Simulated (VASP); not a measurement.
A run of VASP 6.6.1 is set up as follows.

The input POSCAR:

```
SnSe2
1.0
    3.8251493298      0.0000000000      0.0000000000
   -1.9125746649      3.3126764929      0.0000000000
    0.0000000000      0.0000000000      6.3516206456
Sn Se
1 2
Direct
    0.0000000000      0.0000000000      0.0000000000
    0.3333333333      0.6666666667      0.2485898308
    0.6666666667      0.3333333333      0.7514101692
```

File INCAR.step1:

```
PREC     = Accurate       # precision mode
ENCUT    = 520            # plane-wave cutoff, eV
ISMEAR   = 0              # smearing method
SIGMA    = 0.01           # smearing width, eV
LREAL    = False          # projectors in reciprocal space
LASPH    = True           # aspherical terms in the spheres
NELM     = 80             # most SCF steps
NBANDS   = 20             # bands
GGA      = PE             # functional
ALGO     = Normal         # electronic algorithm
EDIFF    = 1E-4           # SCF threshold, eV
LWAVE    = True           # write WAVECAR
LCHARG   = False          # write CHGCAR
```

File INCAR.step2:

```
PREC     = Accurate       # precision mode
ENCUT    = 520            # plane-wave cutoff, eV
EDIFF    = 1E-7           # SCF threshold, eV
ISMEAR   = 0              # smearing method
SIGMA    = 0.01           # smearing width, eV
LREAL    = False          # projectors in reciprocal space
LASPH    = True           # aspherical terms in the spheres
NELM     = 80             # most SCF steps
ALGO     = Normal         # electronic algorithm
ISIF     = 2              # what is computed and relaxed
LWAVE    = False          # write WAVECAR
LCHARG   = False          # write CHGCAR
METAGGA  = R2SCAN         # meta-GGA
LMIXTAU  = True         
NBANDS   = 20             # bands
ISTART   = 1
```

KPOINTS

```
Automatic mesh
0
Gamma
  12 12 4
```

Potentials or basis: VASP PAW PBE potentials, release 64 (Sn_d, Se).

Run with:

```sh
$ cat potpaw_PBE.64/Sn_d/POTCAR potpaw_PBE.64/Se/POTCAR > POTCAR
$ cp INCAR.step1 INCAR
$ mpirun -np 1 vasp_std > vasp.out
$ cp INCAR.step2 INCAR
$ mpirun -np 1 vasp_std > vasp.out
```

Task: Estimate the largest force.

Result: 0.018 eV/Å.

Task: Estimate the band gap on the k mesh.

Result: 1.04 eV, indirect (least direct gap 1.48 eV).

Task: What does it give for the pressure?

Result: 0.6 GPa.

Forces in eV/Å, atoms in the order of the input:
```
Sn   0.000  0.000  0.000
Se   0.000  0.000 -0.018
Se   0.000  0.000  0.018
```

Caveat: the cell differs from its parent crystal (uniaxial z strain +2.0%); the PAW data sets were made with another functional, which shifts forces and pressure a little; spin-orbit coupling is left out, which moves the levels of the heavy elements. A k mesh can miss the band edges.
